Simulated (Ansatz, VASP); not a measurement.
**One calculation of MoS2, two programs**

Contents of INCAR:

```
  ALGO = Normal
  EDIFF = 1E-6
  ENCUT = 500
  GGA = PE
  GGA_COMPAT = False
  ISIF = 2
  ISMEAR = 0
  IVDW = 12
  LASPH = True
  LCHARG = True
  LELF = True
  LREAL = False
  LVHAR = True
  LWAVE = False
  NBANDS = 20
  NELM = 120
  PREC = Accurate
  SIGMA = 0.05
```

File KPOINTS:

```
k-points
0
Gamma
  12 12 6
```

Contents of POSCAR:

```
MoS2
1.0
    3.0450450705      0.0000000000      0.0000000000
   -1.5225225353      2.6370863867      0.0000000000
    0.0000000000      0.0000000000      6.2551315839
Mo S
1 2
Direct
    0.0000000000      0.0000000000      0.0000000000
    0.3333333333      0.6666666667      0.2357940733
    0.3333333333      0.6666666667      0.7642059267
```

Input for Ansatz:

```yaml
crystal:
  lattice:
    - [3.0450450705, 0.0, 0.0]
    - [-1.5225225353, 2.6370863867, 0.0]
    - [0.0, 0.0, 6.2551315839]
  atoms:
    - { symbol: Mo, position: [0.0, 0.0, 0.0] }
    - { symbol: S, position: [0.3333333333, 0.6666666667, 0.2357940733] }
    - { symbol: S, position: [0.3333333333, 0.6666666667, 0.7642059267] }
basis:
  ecutwfc: 420
kpoints:
  mp_grid: { grid: [12, 12, 6] }
hamiltonian:
  xc: pbe
  dispersion: d3bj
scf:
  occupations: { method: gaussian, width: 0.05 }
output:
  forces: true
  stress: true
  eigenvalues: true
```

Alike in both runs: task single point; functional PBE; dispersion D3(BJ); k mesh 12 × 12 × 6; occupations gaussian, width 0.05 eV; no spin polarisation.

|  | VASP | Ansatz |
| --- | --- | --- |
| version | VASP 6.6.1 | Ansatz 0.2.0 |
| potentials or method | VASP PAW PBE potentials, release 64 (Mo_sv, S), cutoff 500 eV | scalar-relativistic, plane waves, PAW |
| valence electrons in the cell | 26 | 26 |

Ansatz gave:

```
gap on the k mesh at the Fermi level (eV)                     : 1.02
least direct gap on the mesh (eV)                             : 1.91
pressure (GPa)                                                : 24.3
traceless stress, the component that is largest in VASP (GPa) : 5.38
rms of the force components (eV/Å)                            : 1.347
```

Problem. What did VASP give for the same quantities?

Solution. gap on the k mesh at the Fermi level (eV): 1.03; least direct gap on the mesh (eV): 1.91; pressure (GPa): 24.0; traceless stress, the component that is largest in VASP (GPa): 5.29; rms of the force components (eV/Å): 1.332.

Atom by atom the forces differ by 0.014 eV/Å (rms over components).
